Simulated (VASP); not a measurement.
Input of a VASP 6.6.1 run:

Contents of POSCAR:

```
KBr
1.0
    0.0000000000      3.3044223159      3.3044223159
    3.3044223159      0.0000000000      3.3044223159
    3.3044223159      3.3044223159      0.0000000000
K Br
1 1
Direct
    0.0000000000      0.0000000000      0.0000000000
    0.5000000000      0.5000000000      0.5000000000
```

Contents of INCAR.step1:

```
SYSTEM = KBr
PREC = Accurate
ENCUT = 520
ISMEAR = 0
SIGMA = 0.02
LREAL = .FALSE.
LASPH = .TRUE.
NELM = 60
NBANDS = 15
GGA = PE
ALGO = Normal
EDIFF = 1E-4
LWAVE = .TRUE.
LCHARG = .FALSE.
```

INCAR.step2

```
SYSTEM = KBr
PREC = Accurate
ENCUT = 520
EDIFF = 1E-7
ISMEAR = 0
SIGMA = 0.02
LREAL = .FALSE.
LASPH = .TRUE.
NELM = 60
ALGO = Normal
ISIF = 2
LWAVE = .FALSE.
LCHARG = .FALSE.
METAGGA = R2SCAN
LMIXTAU = .TRUE.
NBANDS = 15
ISTART = 1
```

Contents of KPOINTS:

```
regular mesh
0
G
  6 6 6
  0 0 0
```

Potentials or basis: VASP PAW PBE potentials, release 64 (K_sv, Br).

Launch:

```console
$ cat potpaw_PBE.64/K_sv/POTCAR potpaw_PBE.64/Br/POTCAR > POTCAR
$ cp INCAR.step1 INCAR
$ mpirun -np 1 vasp_std > vasp.out
$ cp INCAR.step2 INCAR
$ mpirun -np 1 vasp_std > vasp.out
```

Estimate the band gap on the k mesh.

5.07 eV.

Estimate the pressure.

0.0 GPa.

Caveat: the PAW data sets were made with another functional, which shifts forces and pressure a little.
